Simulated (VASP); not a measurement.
# TiN (Osbornite) (Fm-3m) in VASP: notebook, part 2 of 2

VASP 6.6.1. Earlier steps stand in the parts before.

### 4 Single point, PBE

This run uses another cell than the first one, of 10.09 Å³/atom, 1.039 times its volume.

File INCAR:

```
ALGO = Normal
EDIFF = 1E-6
ENCUT = 520
GGA = PE
ISIF = 2
ISMEAR = -1
LASPH = True
LCHARG = True
LELF = True
LREAL = False
LVHAR = True
LWAVE = False
NBANDS = 16
NELM = 60
PREC = Accurate
SIGMA = 0.1
```

File KPOINTS:

```
k-points
0
Gamma
  12 12 12
```

File POSCAR:

```
TiN
1.0
    0.0000000000      2.1605595707      2.1605595707
    2.1605595707      0.0000000000      2.1605595707
    2.1605595707      2.1605595707      0.0000000000
Ti N
1 1
Direct
    0.0000000000      0.0000000000      0.0000000000
    0.5000000000      0.5000000000      0.5000000000
```

Potentials or basis: VASP PAW PBE potentials, release 64 (Ti_sv, N).

Started as:

```sh
$ cat potpaw_PBE.64/Ti_sv/POTCAR potpaw_PBE.64/N/POTCAR > POTCAR
$ mpirun -np 1 vasp_std > vasp.out
```

OUTCAR:

```text
EDIFF = 1E-6
   ENCUT = 520
   GGA = PE
   ISIF = 2
   ISMEAR = -1
   LASPH = True
   LREAL = False
   NELM = 60
   PREC = Accurate

 ion  position               nearest neighbor table
   1  0.000  0.000  0.000-   2 2.16   2 2.16   2 2.16   2 2.16   2 2.16   2 2.16
   2  0.500  0.500  0.500-   1 2.16   1 2.16   1 2.16   1 2.16   1 2.16   1 2.16

  LATTYP: Found a face centered cubic cell.
 ALAT       =     4.3211191414

  Lattice vectors:

 A1 = (   0.0000000000,   2.1605595707,   2.1605595707)
 A2 = (   2.1605595707,   0.0000000000,   2.1605595707)
 A3 = (   2.1605595707,   2.1605595707,   0.0000000000)

Analysis of symmetry for initial positions (statically):
=====================================================================
 Subroutine PRICEL returns:
 Original cell was already a primitive cell.

 Routine SETGRP: Setting up the symmetry group for a
 face centered cubic supercell.

 Subroutine GETGRP returns: Found 48 space group operations
[... 9 lines left out ...]

 Routine SETGRP: Setting up the symmetry group for a
 face centered cubic supercell.

 Subroutine GETGRP returns: Found 48 space group operations
[... 11 lines left out ...]
                                     Primitive cell

  volume of cell :      20.1711

  direct lattice vectors                    reciprocal lattice vectors
     0.000000000  2.160559571  2.160559571    -0.231421529  0.231421529  0.231421529
     2.160559571  0.000000000  2.160559571     0.231421529 -0.231421529  0.231421529
     2.160559571  2.160559571  0.000000000     0.231421529  0.231421529 -0.231421529

  length of vectors
     3.055492647  3.055492647  3.055492647     0.400833847  0.400833847  0.400833847

  position of ions in fractional coordinates (direct lattice)
     0.000000000  0.000000000  0.000000000
     0.500000000  0.500000000  0.500000000

  ion indices of the primitive-cell ions
   primitive index   ion index
                 1           1
                 2           2

----------------------------------------------------------------------------------------

 KPOINTS: k-points

Automatic generation of k-mesh.
 Grid dimensions read from file:
 generate k-points for:   12   12   12

 Generating k-lattice:

  Cartesian coordinates                     Fractional coordinates (reciprocal lattice)
    -0.019285127  0.019285127  0.019285127     0.083333333  0.000000000  0.000000000
     0.019285127 -0.019285127  0.019285127     0.000000000  0.083333333  0.000000000
     0.019285127  0.019285127 -0.019285127     0.000000000  0.000000000  0.083333333

  Length of vectors
     0.033402821  0.033402821  0.033402821

  Shift w.r.t. Gamma in fractional coordinates (k-lattice)
     0.000000000  0.000000000  0.000000000

 Subroutine IBZKPT returns following result:
 ===========================================

 Found     72 irreducible k-points:

 Following reciprocal coordinates:
            Coordinates               Weight
  0.000000  0.000000  0.000000      1.000000
  0.083333  0.000000  0.000000      8.000000
  0.166667  0.000000  0.000000      8.000000
  0.250000  0.000000  0.000000      8.000000
  0.333333  0.000000  0.000000      8.000000
  0.416667  0.000000  0.000000      8.000000
[... 16 lines left out ...]
  0.500000  0.166667  0.000000     24.000000
 -0.416667  0.166667  0.000000     24.000000
 [... further k-points ...]
   k-points           NKPTS =     72   k-points in BZ     NKDIM =     72   number of bands    NBANDS=     16
   number of dos      NEDOS =    301   number of ions     NIONS =      2
   total plane-waves  NPLWV =  13824
   dimension x,y,z NGX =    24 NGY =   24 NGZ =   24
   dimension x,y,z NGXF=    48 NGYF=   48 NGZF=   48
   ions per type =               1   1
   NGX,Y,Z   is equivalent  to a cutoff of  13.06, 13.06, 13.06 a.u.
   NGXF,Y,Z  is equivalent  to a cutoff of  26.12, 26.12, 26.12 a.u.
 SYSTEM =  unknown system
   PREC   = accura    normal or accurate (medium, high low for compatibility)
   ISTART =      0    job   : 0-new  1-cont  2-samecut
   ICHARG =      2    charge: 1-file 2-atom 10-const
   ISPIN  =      1    spin polarized calculation?
   LNONCOLLINEAR =      F non collinear calculations
   LSORBIT =      F    spin-orbit coupling
   LASPH  =      T    aspherical Exc in radial PAW
   ENCUT  =  520.0 eV  38.22 Ry    6.18 a.u.   5.68  5.68  5.68*2*pi/ulx,y,z
   NELM   =     60;   NELMIN=  2; NELMDL= -5     # of ELM steps
   EDIFF  = 0.1E-05   stopping-criterion for ELM
   LREAL  =      F    real-space projection
   EDIFFG = 0.1E-04   stopping-criterion for IOM
   NSW    =      0    number of steps for IOM
   IBRION =     -1    ionic relax: 0-MD 1-quasi-New 2-CG
   NFREE  =      0    steps in history (QN), initial steepest desc. (CG)
   ISIF   =      2    stress and relaxation
   ISYM   =      2    0-nonsym 1-usesym 2-fastsym
   POTIM  = 0.5000    time-step for ionic-motion
   TEBEG  =    0.0;   TEEND  =   0.0 temperature during run
   PSTRESS=    0.0 pullay stress
   NELECT =      17.0000    total number of electrons
   NUPDOWN=      -1.0000    fix difference up-down
   EMIN   =  10.00;   EMAX   =-10.00  energy-range for DOS
   EFERMI =   0.00;   METHOD = LEGACY
   ISMEAR =    -1;   SIGMA  =   0.10  broadening in eV -4-tet -1-fermi 0-gaus
   EFERMI_NEDOS =   21; number of points for ismear=-14 and -15
   IALGO  =     38    algorithm
   IMIX   =      4    mixing-type and parameters
     AMIX     =   0.40;   BMIX     =  1.00
     AMIX_MAG =   1.60;   BMIX_MAG =  1.00
  volume/ion in A,a.u.               =      10.09        68.06
  Fermi-wavevector in a.u.,A,eV,Ry     =   1.546375  2.922226 32.535291  2.391276
  Thomas-Fermi vector in A             =   2.651620
   LORBIT       =      0    0 simple, 1 ext, 2 COOP (PROOUT), +10 PAW based schemes
   GGA     = PE    functional components
   LHFCALC =     F    Hartree Fock is set to
   AEXX    =    0.0000 exact exchange contribution
   IVDW    =     0    specifies the selected vdW correction
   LEPSILON=     F    determine dielectric tensor
   LRPA    =     F    only Hartree local field effects (RPA)
 non-spin polarized calculation
  energy-cutoff  :      520.00
  volume of cell :       20.17
 maximum number of plane-waves:       560
   NGX = 11   NGY = 11   NGZ = 11

 number of electron      17.0000000 magnetization

 Free energy of the ion-electron system (eV)
  ---------------------------------------------------
  ext. energy  EPLUGINS =         0.00000000
  ---------------------------------------------------
  free energy    TOTEN  =       -19.61297417 eV

  energy without entropy =      -19.58364015  energy(sigma->0) =      -19.59830716

 E-fermi :  10.6797     XC(G=0): -12.7150

 val. band max:       10.6605094512   @ k =   0.1667   0.0000   0.0000
 cond. band min:      10.6926234295   @ k =   0.0833   0.0833   0.0000
 fundamental gap:      0.0321139784
 Fermi energy:        10.6796906424

 k-point     1 :       0.0000    0.0000    0.0000
  band No.  band energies     occupation
      1     -47.2475      2.00000
      2     -23.2628      2.00000
      3     -23.2628      2.00000
      4     -23.2628      2.00000
      5      -6.0484      2.00000
      6       8.7409      2.00000
[... 8 lines left out ...]
     15      23.7094      0.00000
     16      29.7146      0.00000

 k-point     2 :       0.0833    0.0000    0.0000
  band No.  band energies     occupation
      1     -47.2425      2.00000
      2     -23.2992      2.00000
      3     -23.2660      2.00000
      4     -23.2660      2.00000
      5      -5.9261      2.00000
      6       8.0464      2.00000
[... 8 lines left out ...]
     15      23.7531      0.00000
     16      29.5348      0.00000

 k-point     3 :       0.1667    0.0000    0.0000
  band No.  band energies     occupation
      1     -47.2289      2.00000
      2     -23.3974      2.00000
      3     -23.2747      2.00000
      4     -23.2747      2.00000
      5      -5.5797      2.00000
      6       6.7496      2.00000
[... 8 lines left out ...]
     15      23.6071      0.00000
     16      28.8444      0.00000
[... 362 lines left out ...]
 k-point    23 :       0.5000    0.1667    0.0000
  band No.  band energies     occupation
      1     -47.1664      2.00000
      2     -23.7220      2.00000
      3     -23.3832      2.00000
      4     -23.3405      2.00000
      5      -4.0545      2.00000
      6       3.6548      2.00000
[... 8 lines left out ...]
     15      23.2060      0.00000
     16      24.0734      0.00000

 k-point    24 :      -0.4167    0.1667    0.0000
  band No.  band energies     occupation
      1     -47.1651      2.00000
      2     -23.7278      2.00000
      3     -23.4004      2.00000
      4     -23.3283      2.00000
      5      -3.9787      2.00000
      6       3.5359      2.00000
[... 8 lines left out ...]
     15      23.0903      0.00000
     16      24.0134      0.00000

 [... further k-points ...]

------------------------ aborting loop because EDIFF is reached ----------------------------------------

  FORCE on cell =-STRESS in cart. coord.  units (eV):
  Direction    XX          YY          ZZ          XY          YZ          ZX
  --------------------------------------------------------------------------------------
  -------------------------------------------------------------------------------------
  Total       -1.5587554     -1.5587554     -1.5587554      0.0000000     -0.0000000      0.0000000
  in kB     -123.8111697   -123.8111697   -123.8111697      0.0000000     -0.0000000      0.0000000
  external PRESSURE =    -123.8111697 kB  Pullay stress =       0.0000000 kB

 VOLUME and BASIS-vectors are now :
 -----------------------------------------------------------------------------
  energy-cutoff  :      520.00
  volume of cell :       20.17
      direct lattice vectors                 reciprocal lattice vectors
     0.000000000  2.160559571  2.160559571    -0.231421529  0.231421529  0.231421529
     2.160559571  0.000000000  2.160559571     0.231421529 -0.231421529  0.231421529
     2.160559571  2.160559571  0.000000000     0.231421529  0.231421529 -0.231421529

 POSITION                                       TOTAL-FORCE (eV/Angst)
 -----------------------------------------------------------------------------------
      0.00000      0.00000      0.00000        -0.000000     -0.000000      0.000000
      2.16056      2.16056      2.16056         0.000000      0.000000      0.000000
 -----------------------------------------------------------------------------------
    total drift:                                0.000000     -0.000000     -0.000000

  FREE ENERGIE OF THE ION-ELECTRON SYSTEM (eV)
  ---------------------------------------------------
  free  energy   TOTEN  =       -19.6129741717 eV

  energy  without entropy=      -19.5836401533  energy(sigma->0) =      -19.59830716
```

OSZICAR:

```text
N       E                     dE             d eps       ncg     rms          rms(c)
DAV:   1     0.132020629236E+03    0.13202E+03   -0.82735E+03  2312   0.125E+03
DAV:   2    -0.166043926163E+02   -0.14863E+03   -0.13943E+03  2608   0.341E+02
DAV:   3    -0.246490770140E+02   -0.80447E+01   -0.79553E+01  2920   0.824E+01
DAV:   4    -0.248548604133E+02   -0.20578E+00   -0.20560E+00  2784   0.124E+01
DAV:   5    -0.248596815992E+02   -0.48212E-02   -0.48212E-02  2712   0.172E+00    0.170E+01
DAV:   6    -0.200941569657E+02    0.47655E+01   -0.13628E+01  3008   0.523E+01    0.697E+00
DAV:   7    -0.196723105692E+02    0.42185E+00   -0.19220E+00  2816   0.170E+01    0.444E+00
DAV:   8    -0.199984429091E+02   -0.32613E+00   -0.14097E+00  2888   0.173E+01    0.629E+00
DAV:   9    -0.196261025260E+02    0.37234E+00   -0.51030E-01  2520   0.106E+01    0.157E+00
DAV:  10    -0.196164143600E+02    0.96882E-02   -0.39395E-02  2848   0.222E+00    0.471E-01
DAV:  11    -0.196131782366E+02    0.32361E-02   -0.45330E-03  3360   0.823E-01    0.205E-01
DAV:  12    -0.196129859927E+02    0.19224E-03   -0.52932E-04  2608   0.250E-01    0.433E-02
DAV:  13    -0.196129761533E+02    0.98394E-05   -0.64146E-05  3152   0.935E-02    0.178E-02
DAV:  14    -0.196129742298E+02    0.19236E-05   -0.68343E-06  2616   0.275E-02    0.831E-03
DAV:  15    -0.196129741717E+02    0.58109E-07   -0.13891E-06  2152   0.168E-02
   1 F= -.19612974E+02 E0= -.19598307E+02  d E =-.293340E-01
```

stdout:

```text
POSCAR found type information on POSCAR TiN
 POSCAR found :  2 types and       2 ions
 scaLAPACK will be used
 LDA part: xc-table for (Slater+PW92), standard interpolation
 POSCAR, INCAR and KPOINTS ok, starting setup
 FFT: planning ... GRIDC
 FFT: planning ... GRID_SOFT
 FFT: planning ... GRID
 WAVECAR not read
 entering main loop
```

Run time: 9.1 s. Hardware: 1 thread of Intel Xeon 6975P-C (Granite Rapids), shared host; peak memory 0.15 GiB.

What came out:

```
Free energy : -19.6130 eV
Pressure    : -12.4 GPa
```

Levels at points of the mesh, in eV from the Fermi level:
| k point | band 7 | band 8 | band 9 | band 10 | band 11 | band 12 |
| --- | --- | --- | --- | --- | --- | --- |
| (0.00, 0.00, 0.00) | -1.94 | -1.94 | -0.54 | -0.54 | -0.54 | 0.55 |
| (0.50, 0.00, 0.00) | -5.16 | -5.16 | 1.56 | 1.56 | 2.17 | 5.33 |
| (0.50, 0.50, 0.00) | -3.11 | -3.11 | -2.80 | 1.52 | 2.20 | 2.20 |

### 5 Overview

| cell | gap on the mesh (eV) | pressure (GPa) |
| --- | --- | --- |
| a = 3.017 Å, angles 60.0°, 2 atoms | none | -3.1 |
| a = 3.036 Å, angles 60.0°, 2 atoms | none | -7.9 |
| a = 3.055 Å, angles 60.0°, 2 atoms | none | -12.4 |

Alike in all rows: task single point; level PBE; potentials or basis VASP PAW PBE potentials, release 64 (Ti_sv, N); no spin polarisation; k mesh 12 × 12 × 12; cutoff (eV) 520; smearing fermi-dirac 0.1 eV.

Total energies depend on the potentials used, so only differences within one code and one set of settings carry meaning.
